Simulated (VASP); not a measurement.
Input of a VASP 6.6.1 run:

The input INCAR:

```
  PREC = Accurate
  ENCUT = 520
  EDIFF = 1E-6
  ISMEAR = -1
  SIGMA = 0.136
  LREAL = False
  LASPH = True
  NELM = 100
  ALGO = Normal
  ISIF = 2
  LWAVE = False
  LCHARG = True
  GGA = PE
  LELF = True
  LVHAR = True
  NBANDS = 28
```

KPOINTS

```
Automatic mesh
0
Gamma
  4 4 4
```

The input POSCAR:

```
SrVO3
1.0
    3.8450000000      0.0000000000      0.0000000000
    0.0000000000      3.8450000000      0.0000000000
    0.0000000000      0.0000000000      3.8450000000
Sr V O
1 1 3
Direct
    0.0000000000      0.0000000000      0.0000000000
    0.5000000000      0.5000000000      0.5000000000
    0.5000000000      0.5000000000      0.0000000000
    0.5000000000      0.0000000000      0.5000000000
    0.0000000000      0.5000000000      0.5000000000
```

Potentials or basis: VASP PAW PBE potentials, release 64 (Sr_sv, V_sv, O).

Launch:

```console
$ cat potpaw_PBE.64/Sr_sv/POTCAR potpaw_PBE.64/V_sv/POTCAR potpaw_PBE.64/O/POTCAR > POTCAR
$ mpirun -np 1 vasp_std > vasp.out
```

(1) Predict the pressure.

(2) What does it give for the band gap on the k mesh?

Results:

(1) 3.5 GPa.

(2) zero (an odd number of electrons rules out a gap without spin polarisation).

Caveat: the k points lie up to 0.41 Å⁻¹ apart, too coarse for converged energies and pressures of a metal; an odd number of electrons without spin polarisation forces a metal; a magnetic or distorted state may lie lower; the run has no spin polarisation, though such a crystal can be magnetic; semilocal functionals often make such compounds metallic where correlation or magnetic order opens a gap, which also shifts bond lengths.
